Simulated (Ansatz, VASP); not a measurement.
Two plane-wave programs on CaF2

File POSCAR:

```
CaF2
1.0
    0.0000000000      2.7559121067      2.7559121067
    2.7559121067      0.0000000000      2.7559121067
    2.7559121067      2.7559121067      0.0000000000
Ca F
1 2
Direct
    0.0000000000      0.0000000000      0.0000000000
    0.7500000000      0.7500000000      0.7500000000
    0.2500000000      0.2500000000      0.2500000000
```

The input INCAR.step1:

```
  PREC = Accurate
  ENCUT = 660
  ISMEAR = -1
  SIGMA = 0.01
  LREAL = False
  LASPH = True
  NELM = 120
  NBANDS = 19
  GGA = PE
  ALGO = Normal
  EDIFF = 1E-5
  LWAVE = True
  LCHARG = False
  GGA_COMPAT = False
```

File INCAR.step2:

```
  PREC = Accurate
  ENCUT = 660
  EDIFF = 1E-6
  ISMEAR = -1
  SIGMA = 0.01
  LREAL = False
  LASPH = True
  NELM = 120
  ALGO = Normal
  ISIF = 2
  LWAVE = False
  LCHARG = False
  METAGGA = R2SCAN
  LMIXTAU = True
  NBANDS = 19
  ISTART = 1
  GGA_COMPAT = False
```

Contents of KPOINTS:

```
regular mesh
0
Gamma
  3 3 3
```

Input for Ansatz:

```yaml
crystal:
  lattice:
    - [0.0, 2.755912106667, 2.755912106667]
    - [2.755912106667, 0.0, 2.755912106667]
    - [2.755912106667, 2.755912106667, 0.0]
  atoms:
    - { symbol: Ca, position: [9.989799223494e-15, 9.989799223494e-15, 9.989799223494e-15] }
    - { symbol: F, position: [0.75, 0.75, 0.75] }
    - { symbol: F, position: [0.25, 0.25, 0.25] }
basis:
  ecutwfc: 500.0
  ecutrho_ratio: 4
  xc_grid: 2
  fft_grid_basis: typed
  precision: f64
kpoints:
  mp_grid: { grid: [3, 3, 3] }
hamiltonian:
  xc: r2scan
  pseudopotentials: { kind: paw, azcp: { folder: soft_1 } }
scf:
  max_iter: 100
  self_checks: high
  occupations: { method: fermi_dirac, width: 0.01 }
output:
  forces: true
checkpoint:
  write: "../host.r2scan.run"
  compress: false
  write_wavefunctions: true
  write_every: 100000
```

Alike in both runs: task single point; functional r2SCAN; k mesh 3 × 3 × 3; occupations fermi-dirac, width 0.01 eV; no spin polarisation.

|  | VASP | Ansatz |
| --- | --- | --- |
| version | VASP 6.6.1 | Ansatz 0.2.0 |
| potentials or method | VASP PAW PBE potentials, release 64 (Ca_sv, F), cutoff 660 eV | plane-wave PAW DFT |
| valence electrons in the cell | 24 | 24 |

```tsv
	VASP	Ansatz	Ansatz less VASP
gap on the k mesh at the Fermi level (eV)	7.94	7.94	+0.003
```

VASP's potentials were made for PBE, not for r2SCAN.

The k mesh is coarse, so the values compare programs but aren't converged.
